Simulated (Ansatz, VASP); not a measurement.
**Two plane-wave programs on BiO5**

```xyz
6
Lattice="-2.7718 2.7718 3.5324 2.7718 -2.7718 3.5324 2.7718 2.7718 -3.5324" Properties=species:S:1:pos:R:3 pbc="T T T"
Bi    0.0000    0.0000    4.8644
O     0.0000    2.7718    0.5124
O     2.7718    0.0000    0.5124
O     0.0000    0.0000    2.9419
O     0.0000    2.7718    2.7978
O     2.7718    0.0000    2.7978
```

Alike in both runs: functional PBE; k mesh 4 × 4 × 4; occupations gaussian, width 0.2 eV; no spin polarisation.

Ansatz relaxed the structure, and its values are those at the end. VASP's run is a single point on that final structure, the one shown.

```csv
,VASP,Ansatz
version,VASP 6.6.1,Ansatz 0.2.0
potentials or method,"VASP PAW PBE potentials, release 64 (Bi_d, O), cutoff 600 eV","scalar-relativistic, plane waves, PAW"
valence electrons in the cell,45,45
```

Ansatz gave:

```
gap on the k mesh at the Fermi level (eV) : none
pressure (GPa)                            : 0.3
rms of the force components (eV/Å)        : 0.033
```

Question: What did VASP give for the same quantities?

Answer: gap on the k mesh at the Fermi level (eV): none; pressure (GPa): 1.1; rms of the force components (eV/Å): 0.437.

A gap of «none» marks a metal or a gap that the smearing closes.

The k mesh is coarse, so the values compare programs but aren't converged. Spin-orbit coupling is off throughout. Noted on VASP's run: the standard files for N, O and F lose accuracy on very short bonds.
